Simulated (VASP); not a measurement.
Here is a VASP 6.6.1 calculation.

File INCAR:

```
ALGO = Normal ; EDIFF = 1E-6
ENCUT = 520 ; GGA = PE
ISIF = 2 ; ISMEAR = 0
LASPH = True ; LCHARG = True
LELF = True ; LREAL = False
LVHAR = True ; LWAVE = False
NBANDS = 9 ; NELM = 60
PREC = Accurate ; SIGMA = 0.01
```

File KPOINTS:

```
k-points
0
Gamma
  6 6 6
```

Contents of POSCAR:

```
LiH
1.0
    0.0000000000      1.9028450990      1.9028450990
    1.9028450990      0.0000000000      1.9028450990
    1.9028450990      1.9028450990      0.0000000000
Li H
1 1
Direct
    0.0000000000      0.0000000000      0.0000000000
    0.5000000000      0.5000000000      0.5000000000
```

Potentials or basis: VASP PAW PBE potentials, release 64 (Li_sv, H).

Launch:

```bash
$ cat potpaw_PBE.64/Li_sv/POTCAR potpaw_PBE.64/H/POTCAR > POTCAR
$ mpirun -np 1 vasp_std > vasp.out
```

(1) What does it give for the band gap on the k mesh?

## Answers

(1) 2.84 eV.

Caveat: the k points lie up to 0.48 Å⁻¹ apart; the cell differs from its parent crystal (strain -5.0%).
